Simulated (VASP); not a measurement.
# Ga (Cmcm) in VASP: settings compared

Aim: see how the results for Ga move with the level of theory and the settings. Levels: PBEsol, LDA. Tasks: single point.

Program: VASP 6.6.1. These are calculated values, not measurements. Logs are shortened: lines on timing, memory, paths and dates and some standing lists are left out, and cuts for length are marked.

## Step 1: The cell of the first run

Symmetry: Cmcm, No. 63, orthorhombic system. Conventional cell: a = 2.861 Å, b = 8.020 Å, c = 3.127 Å, α = 90.00°, β = 90.00°, γ = 90.00°. Within 3.5 Å of Ga (site symmetry m2m) lie 10 Ga at 2.64 to 3.13 Å.

## Step 2: Single point, PBEsol

Input file INCAR:

```
  PREC = Accurate
  ENCUT = 520
  EDIFF = 1E-6
  ISMEAR = -1
  SIGMA = 0.05
  LREAL = False
  LASPH = True
  NELM = 80
  ALGO = Normal
  ISIF = 2
  LWAVE = False
  LCHARG = False
  GGA = PS
  NBANDS = 20
```

Input file KPOINTS:

```
Automatic mesh
0
Gamma
  10 10 8
```

Input file POSCAR:

```
Ga
1.0
    1.4304030031     -4.0100608329      0.0000000000
    1.4304030031      4.0100608329      0.0000000000
    0.0000000000      0.0000000000      3.1271569103
Ga
2
Direct
    0.1330000000      0.8670000000      0.7500000000
    0.8670000000      0.1330000000      0.2500000000
```

Potentials or basis: VASP PAW PBE potentials, release 64 (Ga_d).

Started as:

```bash
> cat potpaw_PBE.64/Ga_d/POTCAR > POTCAR
> mpirun -np 1 vasp_std > vasp.out
```

OUTCAR:

```text
PREC = Accurate
   ENCUT = 520
   EDIFF = 1E-6
   ISMEAR = -1
   LREAL = False
   LASPH = True
   NELM = 80
   ISIF = 2
   GGA = PS

 ion  position               nearest neighbor table
   1  0.133  0.867  0.750-   2 2.64   2 2.64   2 2.83   2 2.83   2 2.83   2 2.83
   2  0.867  0.133  0.250-   1 2.64   1 2.64   1 2.83   1 2.83   1 2.83   1 2.83

  LATTYP: Found a base centered orthorhombic cell.
 ALAT       =     2.8608060062
 B/A-ratio  =     2.8034482759
 C/A-ratio  =     1.0931034483

  Lattice vectors:

 A1 = (   1.4304030031,  -4.0100608329,   0.0000000000)
 A2 = (   1.4304030031,   4.0100608329,   0.0000000000)
 A3 = (   0.0000000000,   0.0000000000,   3.1271569103)

Analysis of symmetry for initial positions (statically):
=====================================================================
 Subroutine PRICEL returns:
 Original cell was already a primitive cell.

 Routine SETGRP: Setting up the symmetry group for a
 base centered orthorhombic supercell.

 Subroutine GETGRP returns: Found  8 space group operations
 (whereof  4 operations were pure point group operations)
 out of a pool of  8 trial point group operations.

The static configuration has the point symmetry C_2h.
 The point group associated with its full space group is D_2h.

Analysis of symmetry for dynamics (positions and initial velocities):
=====================================================================
 Subroutine PRICEL returns:
 Original cell was already a primitive cell.

 Routine SETGRP: Setting up the symmetry group for a
 base centered orthorhombic supercell.

 Subroutine GETGRP returns: Found  8 space group operations
 (whereof  4 operations were pure point group operations)
 out of a pool of  8 trial point group operations.

The dynamic configuration has the point symmetry C_2h.
 The point group associated with its full space group is D_2h.

 Subroutine INISYM returns: Found  8 space group operations
 (whereof  4 operations are pure point group operations),
 and found     1 'primitive' translations

----------------------------------------------------------------------------------------

                                     Primitive cell

  volume of cell :      35.8748

[... 80 lines left out ...]
   ISTART =      0    job   : 0-new  1-cont  2-samecut
   ICHARG =      2    charge: 1-file 2-atom 10-const
   ISPIN  =      1    spin polarized calculation?
   LNONCOLLINEAR =      F non collinear calculations
   LSORBIT =      F    spin-orbit coupling
   LASPH  =      T    aspherical Exc in radial PAW
   ENCUT  =  520.0 eV  38.22 Ry    6.18 a.u.   7.92  7.92  5.81*2*pi/ulx,y,z
   NELM   =     80;   NELMIN=  2; NELMDL= -5     # of ELM steps
   EDIFF  = 0.1E-05   stopping-criterion for ELM
   LREAL  =      F    real-space projection
   EDIFFG = 0.1E-04   stopping-criterion for IOM
   NSW    =      0    number of steps for IOM
   IBRION =     -1    ionic relax: 0-MD 1-quasi-New 2-CG
   NFREE  =      0    steps in history (QN), initial steepest desc. (CG)
   ISIF   =      2    stress and relaxation
   ISYM   =      2    0-nonsym 1-usesym 2-fastsym
   POTIM  = 0.5000    time-step for ionic-motion
   TEBEG  =    0.0;   TEEND  =   0.0 temperature during run
   PSTRESS=    0.0 pullay stress
   NELECT =      26.0000    total number of electrons
   NUPDOWN=      -1.0000    fix difference up-down
   EMIN   =  10.00;   EMAX   =-10.00  energy-range for DOS
   EFERMI =   0.00;   METHOD = LEGACY
   ISMEAR =    -1;   SIGMA  =   0.05  broadening in eV -4-tet -1-fermi 0-gaus
   EFERMI_NEDOS =   21; number of points for ismear=-14 and -15
   IALGO  =     38    algorithm
   IMIX   =      4    mixing-type and parameters
     AMIX     =   0.40;   BMIX     =  1.00
     AMIX_MAG =   1.60;   BMIX_MAG =  1.00
  volume/ion in A,a.u.               =      17.94       121.05
  Fermi-wavevector in a.u.,A,eV,Ry     =   1.470515  2.778871 29.421453  2.162416
  Thomas-Fermi vector in A             =   2.585763
   LORBIT       =      0    0 simple, 1 ext, 2 COOP (PROOUT), +10 PAW based schemes
   GGA     = PS    functional components
   LHFCALC =     F    Hartree Fock is set to
   AEXX    =    0.0000 exact exchange contribution
   IVDW    =     0    specifies the selected vdW correction
   LEPSILON=     F    determine dielectric tensor
   LRPA    =     F    only Hartree local field effects (RPA)
 non-spin polarized calculation
  energy-cutoff  :      520.00
  volume of cell :       35.87
 maximum number of plane-waves:       988
   NGX = 15   NGY = 15   NGZ = 11

 number of electron      25.9999984 magnetization

 Free energy of the ion-electron system (eV)
  ---------------------------------------------------
  ext. energy  EPLUGINS =         0.00000000
  ---------------------------------------------------
  free energy    TOTEN  =        -6.68941850 eV

  energy without entropy =       -6.68639145  energy(sigma->0) =       -6.68790498

 E-fermi :   5.8872     XC(G=0): -11.3641

 val. band max:        5.8242297611   @ k =   0.3000   0.1000   0.2500
 cond. band min:       5.9432585355   @ k =  -0.1000   0.1000   0.0000
 fundamental gap:      0.1190287744
 Fermi energy:         5.8872340335

 k-point     1 :       0.0000    0.0000    0.0000
  band No.  band energies     occupation
      1      -9.3174      2.00000
      2      -9.2852      2.00000
      3      -9.2104      2.00000
      4      -9.2000      2.00000
      5      -8.9835      2.00000
      6      -8.9631      2.00000
[... 541 lines left out ...]
     19      15.9132      0.00000
     20      17.6323      0.00000

 [... further k-points ...]

------------------------ aborting loop because EDIFF is reached ----------------------------------------

  FORCE on cell =-STRESS in cart. coord.  units (eV):
  Direction    XX          YY          ZZ          XY          YZ          ZX
  --------------------------------------------------------------------------------------
  -------------------------------------------------------------------------------------
  Total       -0.4533170      0.1714146      0.3788102      0.0000000      0.0000000      0.0000000
  in kB      -20.2452689      7.6554239     16.9177714      0.0000000      0.0000000      0.0000000
  external PRESSURE =       1.4426421 kB  Pullay stress =       0.0000000 kB

 VOLUME and BASIS-vectors are now :
 -----------------------------------------------------------------------------
  energy-cutoff  :      520.00
  volume of cell :       35.87
      direct lattice vectors                 reciprocal lattice vectors
     1.430403003 -4.010060833  0.000000000     0.349551839 -0.124686388  0.000000000
     1.430403003  4.010060833  0.000000000     0.349551839  0.124686388  0.000000000
     0.000000000  0.000000000  3.127156910     0.000000000  0.000000000  0.319779285

 POSITION                                       TOTAL-FORCE (eV/Angst)
 -----------------------------------------------------------------------------------
      1.43040      2.94338      2.34537         0.000000     -0.225546     -0.000000
      1.43040     -2.94338      0.78179         0.000000      0.225546      0.000000
 -----------------------------------------------------------------------------------
    total drift:                                0.000000      0.000000     -0.000000

  FREE ENERGIE OF THE ION-ELECTRON SYSTEM (eV)
  ---------------------------------------------------
  free  energy   TOTEN  =        -6.6894185027 eV

  energy  without entropy=       -6.6863914501  energy(sigma->0) =       -6.68790498
```

Wall time 70 s (1 thread of Intel Xeon Platinum 8259CL at 2.50GHz (Skylake/Cascade Lake), shared host); peak memory 0.22 GiB.

Results:

```yaml
Free_energy: -6.6894 eV
Pressure: 0.1 GPa
Largest_force: 0.226 eV/Å
Band_gap_on_the_k_mesh: zero (band 13 reaches 11.15 eV, above the bottom of band 14 at 1.44 eV)
```

Forces on the atoms (eV/Å):
```
Ga   0.000 -0.226  0.000
Ga   0.000  0.226  0.000
```

Levels at points of the mesh, in eV from the Fermi level:
```csv
k point,band 10,band 11,band 12,band 13,band 14,band 15,band 16,band 17
"(0.00, 0.00, 0.00)",-14.63,-11.57,-2.40,-1.48,2.94,6.70,8.06,9.02
"(0.50, 0.00, 0.00)",-14.69,-6.82,-5.61,-1.87,-0.40,6.73,6.95,9.22
"(0.50, 0.50, 0.00)",-14.70,-9.48,-8.83,5.26,5.94,6.02,7.37,7.48
"(0.00, 0.00, 0.50)",-14.72,-7.61,-7.61,1.88,1.88,2.60,2.60,10.70
"(0.50, 0.00, 0.50)",-14.68,-3.08,-3.08,-1.65,-1.65,1.89,1.89,4.32
"(0.50, 0.50, 0.50)",-14.77,-5.66,-5.66,-4.45,-4.45,9.90,9.90,11.79
```

Caveat: the PAW data sets were made with another functional, which shifts forces and pressure a little.

## Step 3: Single point, LDA

This run uses another cell than the first one, of 18.31 Å³/atom, 1.021 times its volume.

Input file INCAR:

```
SYSTEM = Ga
ALGO = Normal ; EDIFF = 1E-6
ENCUT = 520 ; ISIF = 2
ISMEAR = -1 ; LASPH = .TRUE.
LCHARG = .FALSE. ; LREAL = .FALSE.
LWAVE = .FALSE. ; NBANDS = 20
NELM = 80 ; PREC = Accurate
SIGMA = 0.05
```

Input file KPOINTS:

```
k-points
0
G
  10 10 8
  0 0 0
```

Input file POSCAR:

```
Ga
1.0
    1.4402681631     -4.0377172988      0.0000000000
    1.4402681631      4.0377172988      0.0000000000
    0.0000000000      0.0000000000      3.1487241912
Ga
2
Direct
    0.1330000000      0.8670000000      0.7500000000
    0.8670000000      0.1330000000      0.2500000000
```

Potentials or basis: VASP PAW LDA potentials, release 64 (Ga_d).

Started as:

```bash
> cat potpaw_LDA.64/Ga_d/POTCAR > POTCAR
> mpirun -np 1 vasp_std > vasp.out
```

Run time: 64 s. Hardware: 1 thread of Intel Xeon Platinum 8259CL at 2.50GHz (Skylake/Cascade Lake), shared host; peak memory 0.2 GiB.

It converged, with:

```
Free energy            : -7.1514 eV
Pressure               : -3.1 GPa
Largest force          : 0.209 eV/Å
Band gap on the k mesh : zero (band 13 reaches 10.74 eV, above the bottom of band 14 at 1.28 eV)
```

Forces on the atoms (eV/Å):
```
Ga   0.000 -0.209  0.000
Ga   0.000  0.209  0.000
```

Stress tensor (GPa, compression positive):
```
-4.68  0.00  0.00
 0.00 -2.98  0.00
 0.00  0.00 -1.52
```

Levels at points of the mesh, in eV from the Fermi level:
```tsv
k point	band 10	band 11	band 12	band 13	band 14	band 15	band 16	band 17
(0.00, 0.00, 0.00)	-14.70	-11.34	-2.26	-1.55	2.94	6.79	7.94	8.88
(0.50, 0.00, 0.00)	-14.76	-6.74	-5.44	-1.74	-0.38	6.59	6.81	9.09
(0.50, 0.50, 0.00)	-14.78	-9.29	-8.65	5.21	5.87	5.95	7.23	7.33
(0.00, 0.00, 0.50)	-14.79	-7.46	-7.46	1.93	1.93	2.58	2.58	10.45
(0.50, 0.00, 0.50)	-14.76	-3.05	-3.05	-1.57	-1.57	1.92	1.92	4.37
(0.50, 0.50, 0.50)	-14.84	-5.61	-5.61	-4.24	-4.24	9.71	9.71	11.56
```
